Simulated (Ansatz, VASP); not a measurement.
## Pb in VASP and in Ansatz

File INCAR:

```
ALGO = Normal
EDIFF = 1E-6
ENCUT = 520
GGA = RE
ISIF = 2
ISMEAR = -1
LASPH = True
LCHARG = False
LREAL = False
LWAVE = False
NBANDS = 13
NELM = 80
PREC = Accurate
SIGMA = 0.05
```

The input KPOINTS:

```
k-points
0
Gamma
  9 9 9
```

The input POSCAR:

```
Pb
1.0
    0.0000000000      2.5235621278      2.5235621278
    2.5235621278      0.0000000000      2.5235621278
    2.5235621278      2.5235621278      0.0000000000
Pb
1
Direct
    0.0000000000      0.0000000000      0.0000000000
```

Contents of input.yaml:

```yaml
crystal:
  lattice:
    - [0.0, 2.5235621278, 2.5235621278]
    - [2.5235621278, 0.0, 2.5235621278]
    - [2.5235621278, 2.5235621278, 0.0]
  atoms:
    - { symbol: Pb, position: [0.0, 0.0, 0.0] }
hamiltonian:
  xc: revpbe
  pseudopotentials: { kind: paw }
kpoints:
  mp_grid: { grid: [9, 9, 9] }
scf:
  occupations: { method: fermi_dirac, width: 0.05 }
output:
  forces: true
  stress: true
  eigenvalues: true
```

Alike in both runs: task single point; functional revPBE; k mesh 9 × 9 × 9; occupations fermi-dirac, width 0.05 eV; no spin polarisation.

```csv
,VASP,Ansatz
version,VASP 6.6.1,Ansatz 0.2.0
potentials or method,"VASP PAW PBE potentials, release 64 (Pb_d)",Ansatz PAW
plane-wave cutoff (eV),520,420
valence electrons in the cell,14,14
```

|  | VASP | Ansatz | Ansatz less VASP |
| --- | --- | --- | --- |
| gap on the k mesh at the Fermi level (eV) | none | none | - |
| pressure (GPa) | 0.7 | 0.7 | +0.04 |

VASP's potentials were made for PBE, not for revPBE. A gap of «none» marks a metal or a gap that the smearing closes. The functional is the same, so the differences come from potentials, cutoffs and numerics.

Neither program's run includes spin-orbit coupling.
